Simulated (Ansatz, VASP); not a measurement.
KScSe2: VASP beside Ansatz

```
K Se Sc
1.0
     3.93129    0.00000    0.00000
     0.00000    5.93034    0.00000
     0.00000    0.00000    9.18620
K Se Sc
2 4 2
Direct
  0.00000 0.00000 0.89182
  0.50000 0.50000 0.10818
  0.00000 0.50000 0.80824
  0.50000 0.00000 0.19176
  0.00000 0.50000 0.40602
  0.50000 0.00000 0.59398
  0.00000 0.00000 0.38734
  0.50000 0.50000 0.61266
```

Alike in both runs: task single point; functional PBE; k mesh 6 × 4 × 2; no spin polarisation.

```csv
,VASP,Ansatz
version,VASP 6.6.1,Ansatz 0.2.0
potentials or method,"VASP PAW PBE potentials, release 64 (K_sv, Se, Sc_sv)","plane waves, PAW"
plane-wave cutoff (eV),520,420
occupations,"gaussian, width 0.01 eV",fixed
valence electrons in the cell,64,104
```

|  | VASP | Ansatz | Ansatz less VASP |
| --- | --- | --- | --- |
| gap on the k mesh at the Fermi level (eV) | 1.35 | 1.36 | +0.010 |
| pressure (GPa) | 0.1 | 0.0 | -0.14 |
| rms of the force components (eV/Å) | 0.007 | 0.001 | -0.0061 |

VASP's potentials hold 64 valence electrons a cell and Ansatz's 104, so a difference there can come from the potentials and not from the codes.
